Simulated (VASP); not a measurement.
A run of VASP 6.6.1 is set up as follows.

INCAR

```
SYSTEM = Ge2Sb2Te5
PREC = Accurate ; ENCUT = 520
EDIFF = 1E-6 ; ISMEAR = 0
SIGMA = 0.03 ; LREAL = .False.
LASPH = .True. ; NELM = 100
ALGO = Fast ; ISIF = 2
LWAVE = .False. ; LCHARG = .True.
GGA = PE ; LELF = .True.
LVHAR = .True. ; NBANDS = 44
```

Contents of KPOINTS:

```
Automatic mesh
0
Gamma
  12 12 2
  0 0 0
```

Contents of POSCAR:

```
Ge2Sb2Te5
1.0
    4.1172919326      0.0000000000      0.0000000000
   -2.0586459663      3.5656794085      0.0000000000
    0.0000000000      0.0000000000     20.9500165408
Ge Sb Te
2 2 5
Direct
    0.0000000000      0.0000000000      0.3314713560
    0.0000000000      0.0000000000      0.6685286440
    0.3333333333      0.6666666667      0.1121550832
    0.6666666667      0.3333333333      0.8878449168
    0.0000000000      0.0000000000      0.0000000000
    0.3333333333      0.6666666667      0.7913602895
    0.6666666667      0.3333333333      0.2086397105
    0.3333333333      0.6666666667      0.4097504733
    0.6666666667      0.3333333333      0.5902495267
```

Potentials or basis: VASP PAW PBE potentials, release 64 (Ge_d, Sb, Te).

Launch:

```console
$ cat potpaw_PBE.64/Ge_d/POTCAR potpaw_PBE.64/Sb/POTCAR potpaw_PBE.64/Te/POTCAR > POTCAR
$ mpirun -np 1 vasp_std > vasp.out
```

Question: What does it give for the pressure?

Answer: -3.0 GPa.

Question: Predict the largest force.

Answer: 0.994 eV/Å.

Question: What does it give for the band gap on the k mesh?

Answer: Zero (bands 34 and 35 overlap by 0.52 eV).

Stress tensor (GPa, compression positive):
```
-1.00  0.00  0.00
 0.00 -1.00  0.00
 0.00  0.00 -6.89
```

Caveat: the stress differs along the axes, from -7 to -1 GPa; spin-orbit coupling is left out, which moves the levels of the heavy elements; this functional lacks dispersion, which binds layers or chains, so the pressure and a relaxed spacing across them are unreliable.
